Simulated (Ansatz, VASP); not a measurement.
## One calculation of C, two programs

```xyz
2
Lattice="0.0000 2.0983 3.3028 1.2114 0.0000 3.3028 1.2114 2.0983 0.0000" Properties=species:S:1:pos:R:3 pbc="T T T"
C     1.2114    0.6994    3.3028
C     1.2114    3.4971    3.3028
```

Change from the starting cell: volume scaled by 0.96.

Alike in both runs: task single point; functional PBEsol; k mesh 18 × 18 × 18; occupations fermi-dirac, width 0.05 eV; no spin polarisation.

|  | VASP | Ansatz |
| --- | --- | --- |
| version | VASP 6.6.1 | Ansatz 0.2.0 |
| potentials or method | VASP PAW PBE potentials, release 64 (C), cutoff 520 eV | all-electron LAPW, scalar-relativistic |

```csv
,VASP,Ansatz,Ansatz less VASP
pressure (GPa),14.7,14.0,-0.78
"traceless stress, the component that is largest in VASP (GPa)",-12.60,-11.71,+0.888
```

VASP's potentials were made for PBE, not for PBEsol. Ansatz ran all-electron here, and VASP with PAW potentials.
